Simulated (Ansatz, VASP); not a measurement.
**CuO in VASP and in Ansatz**

```
Cu O
1.0
     3.17550    0.00000    0.00000
     0.00000    3.17550    0.00000
     0.00000    0.00000    4.64953
Cu O
2 2
Direct
  0.00000 0.00000 0.00000
  0.50000 0.50000 0.00000
  0.50000 0.00000 0.26700
  0.00000 0.50000 0.73300
```

Alike in both runs: task single point; functional PBE; k mesh 5 × 5 × 4; occupations fermi-dirac, width 0.03 eV; no spin polarisation.

|  | VASP | Ansatz |
| --- | --- | --- |
| version | VASP 6.6.1 | Ansatz 0.2.0 |
| potentials or method | VASP PAW PBE potentials, release 64 (Cu, O), cutoff 520 eV | all-electron LAPW, scalar-relativistic |

```tsv
	VASP	Ansatz	Ansatz less VASP
gap on the k mesh at the Fermi level (eV)	none	none	-
pressure (GPa)	17.3	16.8	-0.56
traceless stress, the component that is largest in VASP (GPa)	-25.36	-25.23	+0.130
rms of the force components (eV/Å)	0.334	0.369	+0.0356
```

Atom by atom the forces differ by 0.036 eV/Å (rms over components). A gap of «none» marks a metal or a gap that the smearing closes. Ansatz ran all-electron here, and VASP with PAW potentials.

The k mesh is coarse, so the values compare programs but aren't converged. Noted on Ansatz's run: the k mesh is thin for a metal, which can move the energy by tens of meV per atom.
